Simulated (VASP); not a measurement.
# WC (rocksalt type) (Fm-3m) in VASP: notebook

Runs on WC (rocksalt type). Level: PBE. Tasks: single point, relaxation of cell and atoms.

All numbers are computed with VASP 6.6.1; they aren't measurements. Logs are shortened: lines on timing, memory, paths and dates and some standing lists are left out, and cuts for length are marked.

## Step 1: The cell of the first run

Symmetry: Fm-3m, No. 225, cubic system. Conventional cell: a = 4.038 Å, b = 4.038 Å, c = 4.038 Å, α = 90.00°, β = 90.00°, γ = 90.00°. W (site symmetry m-3m) has 6 C at 2.02 Å within 2.7 Å. Within 2.7 Å of C (site symmetry m-3m) lie 6 W at 2.02 Å.

## Step 2: Single point, PBE

File INCAR:

```
  PREC = Accurate
  ENCUT = 520
  EDIFF = 1E-6
  ISMEAR = -1
  SIGMA = 0.08
  LREAL = F
  LASPH = T
  NELM = 80
  ALGO = Normal
  ISIF = 2
  LWAVE = F
  LCHARG = F
  GGA = PE
  NBANDS = 16
```

File KPOINTS:

```
regular mesh
0
Gamma
  17 17 17
```

File POSCAR:

```
WC
1.0
    0.0000000000      2.0190242905      2.0190242905
    2.0190242905      0.0000000000      2.0190242905
    2.0190242905      2.0190242905      0.0000000000
W C
1 1
Direct
    0.0000000000      0.0000000000      0.0000000000
    0.5000000000      0.5000000000      0.5000000000
```

Potentials or basis: VASP PAW PBE potentials, release 64 (W_sv, C).

Started as:

```bash
$ cat potpaw_PBE.64/W_sv/POTCAR potpaw_PBE.64/C/POTCAR > POTCAR
$ mpirun -np 1 vasp_std > vasp.out
```

OUTCAR:

```text
PREC = Accurate
   ENCUT = 520
   EDIFF = 1E-6
   ISMEAR = -1
   LREAL = F
   LASPH = T
   NELM = 80
   ISIF = 2
   GGA = PE

 ion  position               nearest neighbor table
   1  0.000  0.000  0.000-   2 2.02   2 2.02   2 2.02   2 2.02   2 2.02   2 2.02
   2  0.500  0.500  0.500-   1 2.02   1 2.02   1 2.02   1 2.02   1 2.02   1 2.02

  LATTYP: Found a face centered cubic cell.
 ALAT       =     4.0380485810

  Lattice vectors:

 A1 = (   0.0000000000,   2.0190242905,   2.0190242905)
 A2 = (   2.0190242905,   0.0000000000,   2.0190242905)
 A3 = (   2.0190242905,   2.0190242905,   0.0000000000)

Analysis of symmetry for initial positions (statically):
=====================================================================
 Subroutine PRICEL returns:
 Original cell was already a primitive cell.

 Routine SETGRP: Setting up the symmetry group for a
 face centered cubic supercell.

 Subroutine GETGRP returns: Found 48 space group operations
 (whereof 48 operations were pure point group operations)
 out of a pool of 48 trial point group operations.

The static configuration has the point symmetry O_h .

Analysis of symmetry for dynamics (positions and initial velocities):
=====================================================================
 Subroutine PRICEL returns:
 Original cell was already a primitive cell.

 Routine SETGRP: Setting up the symmetry group for a
 face centered cubic supercell.

 Subroutine GETGRP returns: Found 48 space group operations
 (whereof 48 operations were pure point group operations)
 out of a pool of 48 trial point group operations.

The dynamic configuration has the point symmetry O_h .

 Subroutine INISYM returns: Found 48 space group operations
 (whereof 48 operations are pure point group operations),
 and found     1 'primitive' translations

----------------------------------------------------------------------------------------

                                     Primitive cell

  volume of cell :      16.4609

  direct lattice vectors                    reciprocal lattice vectors
     0.000000000  2.019024290  2.019024290    -0.247644371  0.247644371  0.247644371
     2.019024290  0.000000000  2.019024290     0.247644371 -0.247644371  0.247644371
     2.019024290  2.019024290  0.000000000     0.247644371  0.247644371 -0.247644371

  length of vectors
     2.855331534  2.855331534  2.855331534     0.428932632  0.428932632  0.428932632

  position of ions in fractional coordinates (direct lattice)
     0.000000000  0.000000000  0.000000000
     0.500000000  0.500000000  0.500000000

  ion indices of the primitive-cell ions
   primitive index   ion index
                 1           1
                 2           2

----------------------------------------------------------------------------------------

 KPOINTS: regular mesh

Automatic generation of k-mesh.
 Grid dimensions read from file:
 generate k-points for:   17   17   17

 Generating k-lattice:

  Cartesian coordinates                     Fractional coordinates (reciprocal lattice)
    -0.014567316  0.014567316  0.014567316     0.058823529  0.000000000  0.000000000
     0.014567316 -0.014567316  0.014567316     0.000000000  0.058823529  0.000000000
     0.014567316  0.014567316 -0.014567316     0.000000000  0.000000000  0.058823529

  Length of vectors
     0.025231331  0.025231331  0.025231331

  Shift w.r.t. Gamma in fractional coordinates (k-lattice)
     0.000000000  0.000000000  0.000000000

 Subroutine IBZKPT returns following result:
 ===========================================

 Found    165 irreducible k-points:

 Following reciprocal coordinates:
            Coordinates               Weight
  0.000000  0.000000  0.000000      1.000000
  0.058824  0.000000  0.000000      8.000000
  0.117647  0.000000  0.000000      8.000000
  0.176471  0.000000  0.000000      8.000000
  0.235294  0.000000  0.000000      8.000000
  0.294118  0.000000  0.000000      8.000000
[... 16 lines left out ...]
 -0.176471  0.058824  0.000000     24.000000
 -0.117647  0.058824  0.000000     24.000000
 [... further k-points ...]
   k-points           NKPTS =    165   k-points in BZ     NKDIM =    165   number of bands    NBANDS=     16
   number of dos      NEDOS =    301   number of ions     NIONS =      2
   total plane-waves  NPLWV =  13824
   dimension x,y,z NGX =    24 NGY =   24 NGZ =   24
   dimension x,y,z NGXF=    48 NGYF=   48 NGZF=   48
   ions per type =               1   1
   NGX,Y,Z   is equivalent  to a cutoff of  13.97, 13.97, 13.97 a.u.
   NGXF,Y,Z  is equivalent  to a cutoff of  27.95, 27.95, 27.95 a.u.
 SYSTEM =  unknown system
   PREC   = accura    normal or accurate (medium, high low for compatibility)
   ISTART =      0    job   : 0-new  1-cont  2-samecut
   ICHARG =      2    charge: 1-file 2-atom 10-const
   ISPIN  =      1    spin polarized calculation?
   LNONCOLLINEAR =      F non collinear calculations
   LSORBIT =      F    spin-orbit coupling
   LASPH  =      T    aspherical Exc in radial PAW
   ENCUT  =  520.0 eV  38.22 Ry    6.18 a.u.   5.31  5.31  5.31*2*pi/ulx,y,z
   NELM   =     80;   NELMIN=  2; NELMDL= -5     # of ELM steps
   EDIFF  = 0.1E-05   stopping-criterion for ELM
   LREAL  =      F    real-space projection
   EDIFFG = 0.1E-04   stopping-criterion for IOM
   NSW    =      0    number of steps for IOM
   IBRION =     -1    ionic relax: 0-MD 1-quasi-New 2-CG
   NFREE  =      0    steps in history (QN), initial steepest desc. (CG)
   ISIF   =      2    stress and relaxation
   ISYM   =      2    0-nonsym 1-usesym 2-fastsym
   POTIM  = 0.5000    time-step for ionic-motion
   TEBEG  =    0.0;   TEEND  =   0.0 temperature during run
   PSTRESS=    0.0 pullay stress
   NELECT =      18.0000    total number of electrons
   NUPDOWN=      -1.0000    fix difference up-down
   EMIN   =  10.00;   EMAX   =-10.00  energy-range for DOS
   EFERMI =   0.00;   METHOD = LEGACY
   ISMEAR =    -1;   SIGMA  =   0.08  broadening in eV -4-tet -1-fermi 0-gaus
   EFERMI_NEDOS =   21; number of points for ismear=-14 and -15
   IALGO  =     38    algorithm
   IMIX   =      4    mixing-type and parameters
     AMIX     =   0.40;   BMIX     =  1.00
     AMIX_MAG =   1.60;   BMIX_MAG =  1.00
  volume/ion in A,a.u.               =       8.23        55.54
  Fermi-wavevector in a.u.,A,eV,Ry     =   1.686608  3.187227 38.703760  2.844646
  Thomas-Fermi vector in A             =   2.769242
   LORBIT       =      0    0 simple, 1 ext, 2 COOP (PROOUT), +10 PAW based schemes
   GGA     = PE    functional components
[... 5 lines left out ...]
 non-spin polarized calculation
  energy-cutoff  :      520.00
  volume of cell :       16.46
 maximum number of plane-waves:       459
 NGX is ok and might be reduce to    24
   NGX = 11   NGY = 11   NGZ = 11

 number of electron      18.0000002 magnetization

 Free energy of the ion-electron system (eV)
  ---------------------------------------------------
  ext. energy  EPLUGINS =         0.00000000
  ---------------------------------------------------
  free energy    TOTEN  =       -19.79242851 eV

  energy without entropy =      -19.77574147  energy(sigma->0) =      -19.78408499

 E-fermi :  16.5094     XC(G=0): -15.1486

 val. band max:       16.4989794674   @ k =  -0.3529   0.3529   0.1765
 cond. band min:      16.5342073285   @ k =   0.4118   0.0588   0.0000
 fundamental gap:      0.0352278611
 Fermi energy:        16.5093607836

 k-point     1 :       0.0000    0.0000    0.0000
  band No.  band energies     occupation
      1     -58.8011      2.00000
      2     -22.7079      2.00000
      3     -22.7079      2.00000
      4     -22.7079      2.00000
      5      -1.4728      2.00000
      6      12.7100      2.00000
[... 8 lines left out ...]
     15      26.0865      0.00000
     16      44.8146      0.00000

 k-point     2 :       0.0588    0.0000    0.0000
  band No.  band energies     occupation
      1     -58.7969      2.00000
      2     -22.7619      2.00000
      3     -22.7129      2.00000
      4     -22.7129      2.00000
      5      -1.3325      2.00000
      6      12.2728      2.00000
[... 8 lines left out ...]
     15      26.2550      0.00000
     16      43.3807      0.00000

 k-point     3 :       0.1176    0.0000    0.0000
  band No.  band energies     occupation
      1     -58.7851      2.00000
      2     -22.9140      2.00000
      3     -22.7271      2.00000
      4     -22.7271      2.00000
      5      -0.9262      2.00000
      6      11.3321      2.00000
[... 8 lines left out ...]
     15      27.0648      0.00000
     16      40.9707      0.00000

 k-point     4 :       0.1765    0.0000    0.0000
  band No.  band energies     occupation
      1     -58.7672      2.00000
      2     -23.1385      2.00000
      3     -22.7485      2.00000
      4     -22.7485      2.00000
      5      -0.2929      2.00000
      6      10.2449      2.00000
[... 8 lines left out ...]
     15      28.4395      0.00000
     16      38.7416      0.00000
[... 324 lines left out ...]
 k-point    22 :      -0.2353    0.0588    0.0000
  band No.  band energies     occupation
      1     -58.7352      2.00000
      2     -23.4899      2.00000
      3     -22.8417      2.00000
      4     -22.7625      2.00000
      5       0.8935      2.00000
      6       8.6320      2.00000
[... 8 lines left out ...]
     15      30.6741      0.00000
     16      35.0968      0.00000

 k-point    23 :      -0.1765    0.0588    0.0000
  band No.  band energies     occupation
      1     -58.7572      2.00000
      2     -23.2337      2.00000
      3     -22.8105      2.00000
      4     -22.7375      2.00000
      5       0.0606      2.00000
      6       9.7424      2.00000
[... 8 lines left out ...]
     15      29.1596      0.00000
     16      36.9011      0.00000

 k-point    24 :      -0.1176    0.0588    0.0000
  band No.  band energies     occupation
      1     -58.7764      2.00000
      2     -23.0029      2.00000
      3     -22.7772      2.00000
      4     -22.7194      2.00000
      5      -0.6253      2.00000
      6      10.8889      2.00000
[... 8 lines left out ...]
     15      27.7314      0.00000
     16      39.1673      0.00000

 [... further k-points ...]

------------------------ aborting loop because EDIFF is reached ----------------------------------------

  FORCE on cell =-STRESS in cart. coord.  units (eV):
  Direction    XX          YY          ZZ          XY          YZ          ZX
  --------------------------------------------------------------------------------------
  -------------------------------------------------------------------------------------
  Total       15.6934809     15.6934809     15.6934809      0.0000000      0.0000000      0.0000000
  in kB     1527.4789643   1527.4789643   1527.4789643      0.0000000      0.0000000      0.0000000
  external PRESSURE =    1527.4789643 kB  Pullay stress =       0.0000000 kB

 VOLUME and BASIS-vectors are now :
 -----------------------------------------------------------------------------
  energy-cutoff  :      520.00
  volume of cell :       16.46
      direct lattice vectors                 reciprocal lattice vectors
     0.000000000  2.019024290  2.019024290    -0.247644371  0.247644371  0.247644371
     2.019024290  0.000000000  2.019024290     0.247644371 -0.247644371  0.247644371
     2.019024290  2.019024290  0.000000000     0.247644371  0.247644371 -0.247644371

 POSITION                                       TOTAL-FORCE (eV/Angst)
 -----------------------------------------------------------------------------------
      0.00000      0.00000      0.00000         0.000000      0.000000     -0.000000
      2.01902      2.01902      2.01902        -0.000000      0.000000      0.000000
 -----------------------------------------------------------------------------------
    total drift:                                0.000000     -0.000000     -0.000000

  FREE ENERGIE OF THE ION-ELECTRON SYSTEM (eV)
  ---------------------------------------------------
  free  energy   TOTEN  =       -19.7924285150 eV

  energy  without entropy=      -19.7757414686  energy(sigma->0) =      -19.78408499
```

Run time: 44 s. Hardware: 1 thread of Intel Xeon 8259CL, shared host; peak memory 0.18 GiB.

What came out:

| Quantity | Value |
| --- | --- |
| Free energy | -19.7924 eV |
| Pressure | 152.7 GPa |
| Band gap on the k mesh | zero (bands 9 and 10 overlap by 4.48 eV) |

Caveat: the cell stands under pressure; spin-orbit coupling is left out, which moves the levels of the heavy elements.

## Step 3: Single point, PBE

File INCAR:

```
PREC     = Accurate       # precision mode
ENCUT    = 520            # plane-wave cutoff, eV
EDIFF    = 1E-7           # SCF threshold, eV
ISMEAR   = -1             # smearing method
SIGMA    = 0.08           # smearing width, eV
LREAL    = False          # projectors in reciprocal space
LASPH    = True           # aspherical terms in the spheres
NELM     = 60             # most SCF steps
ALGO     = Normal         # electronic algorithm
ISIF     = 2              # what is computed and relaxed
LWAVE    = False          # write WAVECAR
LCHARG   = False          # write CHGCAR
GGA      = PE             # functional
NBANDS   = 16             # bands
```

File KPOINTS:

```
Automatic mesh
0
Gamma
  17 17 17
```

File POSCAR:

```
WC
1.0
    0.0000000000      2.0186097286      2.0186097286
    2.0186097286      0.0000000000      2.0186097286
    2.0186097286      2.0186097286      0.0000000000
W C
1 1
Direct
    0.0000000000      0.0000000000      0.0000000000
    0.5000000000      0.5000000000      0.5000000000
```

Potentials or basis: VASP PAW PBE potentials, release 64 (W_sv, C).

Started as:

```bash
$ cat potpaw_PBE.64/W_sv/POTCAR potpaw_PBE.64/C/POTCAR > POTCAR
$ mpirun -np 1 vasp_std > vasp.out
```

Wall time 34 s (1 thread of Intel Xeon 8259CL, shared host); peak memory 0.18 GiB.

The run converged. Its results:

| Item | Value |
| --- | --- |
| Free energy | -19.7827 eV |
| Pressure | 153.3 GPa |
| Band gap on the k mesh | zero (bands 9 and 10 overlap by 4.48 eV) |

Levels at points of the mesh, in eV from the Fermi level:
| k point | band 7 | band 8 | band 9 | band 10 | band 11 | band 12 |
| --- | --- | --- | --- | --- | --- | --- |
| (0.00, 0.00, 0.00) | -3.80 | -3.80 | -1.58 | -1.58 | -1.58 | -1.19 |

Caveat: the cell stands under pressure; spin-orbit coupling is left out, which moves the levels of the heavy elements.

## Step 4: Single point, PBE

This run uses another cell than the first one, of 10.51 Å³/atom.

File INCAR:

```
PREC = Accurate ; ENCUT = 520
EDIFF = 1E-6 ; ISMEAR = -1
SIGMA = 0.08 ; LREAL = F
LASPH = T ; NELM = 60
ALGO = Normal ; ISIF = 2
LWAVE = F ; LCHARG = T
GGA = PE ; LELF = T
LVHAR = T ; NBANDS = 16
```

File KPOINTS:

```
regular mesh
0
Gamma
  16 16 16
```

File POSCAR:

```
WC
1.0
    0.0000000000      2.1901585500      2.1901585500
    2.1901585500      0.0000000000      2.1901585500
    2.1901585500      2.1901585500      0.0000000000
W C
1 1
Direct
    0.0000000000      0.0000000000      0.0000000000
    0.5000000000      0.5000000000      0.5000000000
```

Started as:

```bash
$ cat potpaw_PBE.64/W_sv/POTCAR potpaw_PBE.64/C/POTCAR > POTCAR
$ mpirun -np 1 vasp_std > vasp.out
```

It took 54 s on 1 thread of Intel Xeon 8259CL, shared host; peak memory 0.18 GiB.

It converged, with:

```yaml
Free_energy: -21.5646 eV
Pressure: 0.9 GPa
Band_gap_on_the_k_mesh: zero (bands 9 and 10 overlap by 3.12 eV)
```

Levels at points of the mesh, in eV from the Fermi level:
```csv
k point,band 6,band 7,band 8,band 9,band 10,band 11,band 12,band 13
"(0.00, 0.00, 0.00)",-2.77,-2.77,-2.77,-1.08,-1.08,-1.08,-0.97,-0.97
"(0.50, 0.00, 0.00)",-9.83,-6.61,-6.61,1.04,1.04,2.33,4.92,8.80
"(0.50, 0.50, 0.00)",-5.80,-5.61,-2.52,-2.52,0.85,2.27,2.27,5.46
```

Caveat: spin-orbit coupling is left out, which moves the levels of the heavy elements.

[end of part 1 of 2]
